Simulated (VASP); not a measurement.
# Ti2Te2S (P-3m1) in VASP: a series of runs

Runs on Ti2Te2S. Level: PBE. Tasks: single point.

Program: VASP 6.6.1. These are calculated values, not measurements. Logs are shortened: lines on timing, memory, paths and dates and some standing lists are left out, and cuts for length are marked.

## (1) The cell of the first run

It takes space group P-3m1 (No. 164, trigonal). The conventional cell has a = 3.572 Å, b = 3.572 Å, c = 9.527 Å, α = 90.00°, β = 90.00°, γ = 120.00°. Ti (site symmetry 3m) has 3 S at 2.42 Å and 3 Te at 2.78 Å within 3.2 Å. Within 3.7 Å of Te (site symmetry 3m) lie 3 Ti at 2.78 Å and 6 Te at 3.57 Å. Within 3.2 Å of S (site symmetry -3m) lie 6 Ti at 2.42 Å.

## (2) Single point, PBE (volume scaled by 0.91, then relaxed in part)

Contents of INCAR:

```
PREC = Accurate
ENCUT = 500
EDIFF = 1E-6
ISMEAR = 0
SIGMA = 0.1
LREAL = F
LASPH = T
NELM = 120
ALGO = Normal
ISIF = 2
LWAVE = F
LCHARG = F
GGA = PE
NBANDS = 29
GGA_COMPAT = F
```

Contents of KPOINTS:

```
regular mesh
0
Gamma
  12 12 4
```

Contents of POSCAR:

```
Ti2Te2S
1.0
    3.5723505941      0.0000000000      0.0000000000
   -1.7861752970      3.0937463657      0.0000000000
    0.0000000000      0.0000000000      9.5266622156
Ti Te S
2 2 1
Direct
    0.6666666667      0.3333333333      0.8670885552
    0.3333333333      0.6666666667      0.1329114448
    0.3333333333      0.6666666667      0.6707806555
    0.6666666667      0.3333333333      0.3292193445
    0.0000000000      0.0000000000      0.0000000000
```

Potentials or basis: VASP PAW PBE potentials, release 64 (Ti_sv, Te, S).

Run with:

```
cat potpaw_PBE.64/Ti_sv/POTCAR potpaw_PBE.64/Te/POTCAR potpaw_PBE.64/S/POTCAR > POTCAR
mpirun -np 1 vasp_std > vasp.out
```

OUTCAR:

```text
PREC = Accurate
   ENCUT = 500
   EDIFF = 1E-6
   ISMEAR = 0
   LREAL = F
   LASPH = T
   NELM = 120
   ISIF = 2
   GGA = PE

 ion  position               nearest neighbor table
   1  0.667  0.333  0.867-   5 2.42   5 2.42   5 2.42   3 2.78   3 2.78   3 2.78
   2  0.333  0.667  0.133-   5 2.42   5 2.42   5 2.42   4 2.78   4 2.78   4 2.78
   3  0.333  0.667  0.671-   1 2.78   1 2.78   1 2.78
   4  0.667  0.333  0.329-   2 2.78   2 2.78   2 2.78
   5  0.000  0.000  0.000-   1 2.42   2 2.42   2 2.42   1 2.42   1 2.42   2 2.42

  LATTYP: Found a hexagonal cell.
 ALAT       =     3.5723505941
 C/A-ratio  =     2.6667769483

  Lattice vectors:

 A1 = (   3.5723505941,   0.0000000000,   0.0000000000)
 A2 = (  -1.7861752970,   3.0937463657,   0.0000000000)
 A3 = (   0.0000000000,   0.0000000000,   9.5266622156)

Analysis of symmetry for initial positions (statically):
=====================================================================
 Subroutine PRICEL returns:
 Original cell was already a primitive cell.

 Routine SETGRP: Setting up the symmetry group for a
 hexagonal supercell.

 Subroutine GETGRP returns: Found 12 space group operations
 (whereof 12 operations were pure point group operations)
 out of a pool of 24 trial point group operations.

The static configuration has the point symmetry D_3d.

Analysis of symmetry for dynamics (positions and initial velocities):
=====================================================================
 Subroutine PRICEL returns:
 Original cell was already a primitive cell.

 Routine SETGRP: Setting up the symmetry group for a
 hexagonal supercell.

 Subroutine GETGRP returns: Found 12 space group operations
 (whereof 12 operations were pure point group operations)
 out of a pool of 24 trial point group operations.

The dynamic configuration has the point symmetry D_3d.

 Subroutine INISYM returns: Found 12 space group operations
 (whereof 12 operations are pure point group operations),
 and found     1 'primitive' translations

----------------------------------------------------------------------------------------

                                     Primitive cell

  volume of cell :     105.2882

  direct lattice vectors                    reciprocal lattice vectors
     3.572350594  0.000000000  0.000000000     0.279927732  0.161616351  0.000000000
    -1.786175297  3.093746366  0.000000000     0.000000000  0.323232703  0.000000000
     0.000000000  0.000000000  9.526662216     0.000000000  0.000000000  0.104968558

  length of vectors
     3.572350594  3.572350594  9.526662216     0.323232703  0.323232703  0.104968558

  position of ions in fractional coordinates (direct lattice)
     0.666666667  0.333333333  0.867088555
     0.333333333  0.666666667  0.132911445
     0.333333333  0.666666667  0.670780656
     0.666666667  0.333333333  0.329219344
     0.000000000  0.000000000  0.000000000

  ion indices of the primitive-cell ions
   primitive index   ion index
                 1           1
                 2           2
                 3           3
                 4           4
                 5           5

----------------------------------------------------------------------------------------

 KPOINTS: regular mesh

Automatic generation of k-mesh.
 Grid dimensions read from file:
 generate k-points for:   12   12    4

 Generating k-lattice:

  Cartesian coordinates                     Fractional coordinates (reciprocal lattice)
     0.023327311  0.013468029  0.000000000     0.083333333 -0.000000000  0.000000000
     0.000000000  0.026936059  0.000000000     0.000000000  0.083333333  0.000000000
     0.000000000  0.000000000  0.026242140     0.000000000  0.000000000  0.250000000

  Length of vectors
     0.026936059  0.026936059  0.026242140

  Shift w.r.t. Gamma in fractional coordinates (k-lattice)
     0.000000000  0.000000000  0.000000000

 Subroutine IBZKPT returns following result:
 ===========================================

 Found     69 irreducible k-points:

 Following reciprocal coordinates:
            Coordinates               Weight
  0.000000  0.000000  0.000000      1.000000
  0.083333  0.000000  0.000000      6.000000
  0.166667  0.000000  0.000000      6.000000
  0.250000  0.000000  0.000000      6.000000
  0.333333  0.000000  0.000000      6.000000
  0.416667  0.000000  0.000000      6.000000
[... 16 lines left out ...]
  0.166667  0.000000  0.250000      6.000000
  0.000000  0.166667  0.250000      6.000000
 [... further k-points ...]
   k-points           NKPTS =     69   k-points in BZ     NKDIM =     69   number of bands    NBANDS=     29
   number of dos      NEDOS =    301   number of ions     NIONS =      5
   total plane-waves  NPLWV =  54880
   dimension x,y,z NGX =    28 NGY =   28 NGZ =   70
   dimension x,y,z NGXF=    56 NGYF=   56 NGZF=  140
   ions per type =               2   2   1
   NGX,Y,Z   is equivalent  to a cutoff of  13.03, 13.03, 12.22 a.u.
   NGXF,Y,Z  is equivalent  to a cutoff of  26.06, 26.06, 24.43 a.u.
 SYSTEM =  unknown system
   PREC   = accura    normal or accurate (medium, high low for compatibility)
   ISTART =      0    job   : 0-new  1-cont  2-samecut
   ICHARG =      2    charge: 1-file 2-atom 10-const
   ISPIN  =      1    spin polarized calculation?
   LNONCOLLINEAR =      F non collinear calculations
   LSORBIT =      F    spin-orbit coupling
   LASPH  =      T    aspherical Exc in radial PAW
   ENCUT  =  500.0 eV  36.75 Ry    6.06 a.u.   6.51  6.51 17.37*2*pi/ulx,y,z
   NELM   =    120;   NELMIN=  2; NELMDL= -5     # of ELM steps
   EDIFF  = 0.1E-05   stopping-criterion for ELM
   LREAL  =      F    real-space projection
   EDIFFG = 0.1E-04   stopping-criterion for IOM
   NSW    =      0    number of steps for IOM
   IBRION =     -1    ionic relax: 0-MD 1-quasi-New 2-CG
   NFREE  =      0    steps in history (QN), initial steepest desc. (CG)
   ISIF   =      2    stress and relaxation
   ISYM   =      2    0-nonsym 1-usesym 2-fastsym
   POTIM  = 0.5000    time-step for ionic-motion
   TEBEG  =    0.0;   TEEND  =   0.0 temperature during run
   PSTRESS=    0.0 pullay stress
   NELECT =      42.0000    total number of electrons
   NUPDOWN=      -1.0000    fix difference up-down
   EMIN   =  10.00;   EMAX   =-10.00  energy-range for DOS
   EFERMI =   0.00;   METHOD = LEGACY
   ISMEAR =     0;   SIGMA  =   0.10  broadening in eV -4-tet -1-fermi 0-gaus
   EFERMI_NEDOS =   21; number of points for ismear=-14 and -15
   IALGO  =     38    algorithm
   IMIX   =      4    mixing-type and parameters
     AMIX     =   0.40;   BMIX     =  1.00
     AMIX_MAG =   1.60;   BMIX_MAG =  1.00
  volume/ion in A,a.u.               =      21.06       142.10
  Fermi-wavevector in a.u.,A,eV,Ry     =   1.205123  2.277352 19.760036  1.452322
  Thomas-Fermi vector in A             =   2.340829
   LORBIT       =      0    0 simple, 1 ext, 2 COOP (PROOUT), +10 PAW based schemes
   GGA     = PE    functional components
   LHFCALC =     F    Hartree Fock is set to
   AEXX    =    0.0000 exact exchange contribution
   IVDW    =     0    specifies the selected vdW correction
   LEPSILON=     F    determine dielectric tensor
   LRPA    =     F    only Hartree local field effects (RPA)
 non-spin polarized calculation
 Gauss-broadening in eV      SIGMA  =   0.10
  energy-cutoff  :      500.00
  volume of cell :      105.29
 maximum number of plane-waves:      2747
 NGX is ok and might be reduce to    28
   NGX = 13   NGY = 13   NGZ = 35

 number of electron      41.9999999 magnetization

 Free energy of the ion-electron system (eV)
  ---------------------------------------------------
  ext. energy  EPLUGINS =         0.00000000
  ---------------------------------------------------
  free energy    TOTEN  =       -31.01637001 eV

  energy without entropy =      -31.00985434  energy(sigma->0) =      -31.01311218

 E-fermi :   8.3584     XC(G=0): -10.5754

 val. band max:        8.3559426139   @ k =   0.1667   0.1667   0.5000
 cond. band min:       8.3619959030   @ k =   0.1667   0.1667   0.0000
 fundamental gap:      0.0060532891
 Fermi energy:         8.3583657416

 k-point     1 :       0.0000    0.0000    0.0000
  band No.  band energies     occupation
      1     -49.0079      2.00000
      2     -48.9906      2.00000
      3     -25.3296      2.00000
      4     -25.2962      2.00000
      5     -25.2962      2.00000
      6     -25.2749      2.00000
[... 21 lines left out ...]
     28      10.7865      0.00000
     29      11.5454      0.00000

 k-point     2 :       0.0833    0.0000    0.0000
  band No.  band energies     occupation
      1     -49.0071      2.00000
      2     -48.9904      2.00000
      3     -25.3298      2.00000
      4     -25.3028      2.00000
      5     -25.2986      2.00000
      6     -25.2776      2.00000
[... 21 lines left out ...]
     28      10.6666      0.00000
     29      11.6360      0.00000

 k-point     3 :       0.1667    0.0000    0.0000
  band No.  band energies     occupation
      1     -49.0051      2.00000
      2     -48.9899      2.00000
      3     -25.3351      2.00000
      4     -25.3187      2.00000
      5     -25.3046      2.00000
      6     -25.2815      2.00000
[... 21 lines left out ...]
     28      10.3786      0.00000
     29      11.3838      0.00000

 k-point     4 :       0.2500    0.0000    0.0000
  band No.  band energies     occupation
      1     -49.0021      2.00000
      2     -48.9894      2.00000
      3     -25.3544      2.00000
      4     -25.3351      2.00000
      5     -25.3123      2.00000
      6     -25.2789      2.00000
[... 21 lines left out ...]
     28      10.5643      0.00000
     29      11.3374      0.00000

 k-point     5 :       0.3333    0.0000    0.0000
  band No.  band energies     occupation
      1     -48.9989      2.00000
      2     -48.9891      2.00000
      3     -25.3783      2.00000
      4     -25.3513      2.00000
      5     -25.3196      2.00000
      6     -25.2816      2.00000
[... 21 lines left out ...]
     28      10.7052      0.00000
     29      11.6565      0.00000
[... 510 lines left out ...]
     28      10.8119      0.00000
     29      11.7249      0.00000

 k-point    22 :       0.0000    0.0833    0.2500
  band No.  band energies     occupation
      1     -49.0071      2.00000
      2     -48.9904      2.00000
      3     -25.3297      2.00000
      4     -25.3028      2.00000
      5     -25.2985      2.00000
      6     -25.2776      2.00000
[... 21 lines left out ...]
     28      10.8020      0.00000
     29      11.6739      0.00000

 k-point    23 :       0.1667    0.0000    0.2500
  band No.  band energies     occupation
      1     -49.0051      2.00000
      2     -48.9899      2.00000
      3     -25.3351      2.00000
      4     -25.3187      2.00000
      5     -25.3046      2.00000
      6     -25.2815      2.00000
[... 21 lines left out ...]
     28      10.6037      0.00000
     29      11.3307      0.00000

 k-point    24 :       0.0000    0.1667    0.2500
  band No.  band energies     occupation
      1     -49.0051      2.00000
      2     -48.9899      2.00000
      3     -25.3351      2.00000
      4     -25.3187      2.00000
      5     -25.3046      2.00000
      6     -25.2815      2.00000
[... 21 lines left out ...]
     28      10.4715      0.00000
     29      11.2666      0.00000

 [... further k-points ...]
[... 5 lines left out ...]
  --------------------------------------------------------------------------------------
  -------------------------------------------------------------------------------------
  Total        1.8526631      1.8526631      1.8795889      0.0000000      0.0000000     -0.0000000
  in kB       28.1921040     28.1921040     28.6018352      0.0000000      0.0000000     -0.0000000
  external PRESSURE =      28.3286811 kB  Pullay stress =       0.0000000 kB

 VOLUME and BASIS-vectors are now :
 -----------------------------------------------------------------------------
  energy-cutoff  :      500.00
  volume of cell :      105.29
      direct lattice vectors                 reciprocal lattice vectors
     3.572350594  0.000000000  0.000000000     0.279927732  0.161616351  0.000000000
    -1.786175297  3.093746366  0.000000000     0.000000000  0.323232703  0.000000000
     0.000000000  0.000000000  9.526662216     0.000000000  0.000000000  0.104968558

 POSITION                                       TOTAL-FORCE (eV/Angst)
 -----------------------------------------------------------------------------------
      1.78618      1.03125      8.26046         0.000000     -0.000000     -0.005136
     -0.00000      2.06250      1.26620        -0.000000      0.000000      0.005136
     -0.00000      2.06250      6.39030        -0.000000      0.000000     -0.011796
      1.78618      1.03125      3.13636         0.000000      0.000000      0.011796
      0.00000      0.00000      0.00000         0.000000      0.000000      0.000000
 -----------------------------------------------------------------------------------
    total drift:                                0.000000      0.000000      0.000000

  FREE ENERGIE OF THE ION-ELECTRON SYSTEM (eV)
  ---------------------------------------------------
  free  energy   TOTEN  =       -31.0163700142 eV

  energy  without entropy=      -31.0098543425  energy(sigma->0) =      -31.01311218
```

Run time: 89 s. Hardware: 1 thread of Intel Xeon 6975P-C (Granite Rapids), shared host; peak memory 0.34 GiB.

Results:

- Free energy: -31.0164 eV
- Pressure: 2.8 GPa
- Largest force: 0.012 eV/Å
- Band gap on the k mesh: zero (band 21 reaches 8.77 eV, above the bottom of band 22 at 8.31 eV)

Forces on the atoms (eV/Å):
```
Ti   0.000  0.000 -0.005
Ti   0.000  0.000  0.005
Te   0.000  0.000 -0.012
Te   0.000  0.000  0.012
S    0.000  0.000  0.000
```

Caveat: spin-orbit coupling is left out, which moves the levels of the heavy elements; this functional lacks dispersion, which binds the layers, so the pressure and a relaxed spacing across them are unreliable.

## (3) Single point, PBE (volume scaled by 0.94, then relaxed in part)

Contents of INCAR:

```
SYSTEM = Ti2Te2S
  ALGO = Normal
  EDIFF = 1E-6
  ENCUT = 500
  GGA = PE
  GGA_COMPAT = .False.
  ISIF = 2
  ISMEAR = 0
  LASPH = .True.
  LCHARG = .False.
  LREAL = .False.
  LWAVE = .False.
  NBANDS = 29
  NELM = 120
  PREC = Accurate
  SIGMA = 0.1
```

Contents of KPOINTS:

```
k-points
0
Gamma
  12 12 4
  0 0 0
```

Contents of POSCAR:

```
Ti2Te2S
1.0
    3.5941994723      0.0000000000      0.0000000000
   -1.7970997361      3.1126680493      0.0000000000
    0.0000000000      0.0000000000      9.7214495056
Ti Te S
2 2 1
Direct
    0.6666666667      0.3333333333      0.8694752322
    0.3333333333      0.6666666667      0.1305247678
    0.3333333333      0.6666666667      0.6770802602
    0.6666666667      0.3333333333      0.3229197398
    0.0000000000      0.0000000000      0.0000000000
```

Potentials or basis: VASP PAW PBE potentials, release 64 (Ti_sv, Te, S).

Run with:

```
cat potpaw_PBE.64/Ti_sv/POTCAR potpaw_PBE.64/Te/POTCAR potpaw_PBE.64/S/POTCAR > POTCAR
mpirun -np 1 vasp_std > vasp.out
```

It took 92 s on 1 thread of Intel Xeon 6975P-C (Granite Rapids), shared host; peak memory 0.35 GiB.

Results (log left out):

```yaml
Free_energy: -31.0611 eV
Pressure: 1.4 GPa
Largest_force: 0.007 eV/Å
Band_gap_on_the_k_mesh: zero (band 21 reaches 8.35 eV, above the bottom of band 22 at 7.90 eV)
```

Forces on the atoms (eV/Å):
```
Ti   0.000  0.000 -0.006
Ti   0.000  0.000  0.006
Te   0.000  0.000 -0.007
Te   0.000  0.000  0.007
S    0.000  0.000  0.000
```

Levels at points of the mesh, in eV from the Fermi level:
```tsv
k point	band 18	band 19	band 20	band 21	band 22	band 23	band 24	band 25
(0.00, 0.00, 0.00)	-0.88	-0.50	-0.50	-0.21	0.92	0.92	0.99	0.99
(0.50, 0.00, 0.00)	-2.25	-1.46	-1.10	-1.04	1.02	1.07	1.13	1.37
(0.00, 0.00, 0.50)	-0.86	-0.49	-0.49	0.02	0.82	0.82	0.99	0.99
(0.50, 0.00, 0.50)	-2.00	-1.41	-1.26	-0.84	1.01	1.08	1.10	1.30
```

Caveat: spin-orbit coupling is left out, which moves the levels of the heavy elements; this functional lacks dispersion, which binds the layers, so the pressure and a relaxed spacing across them are unreliable.

(Part 1 of 2 ends here.)
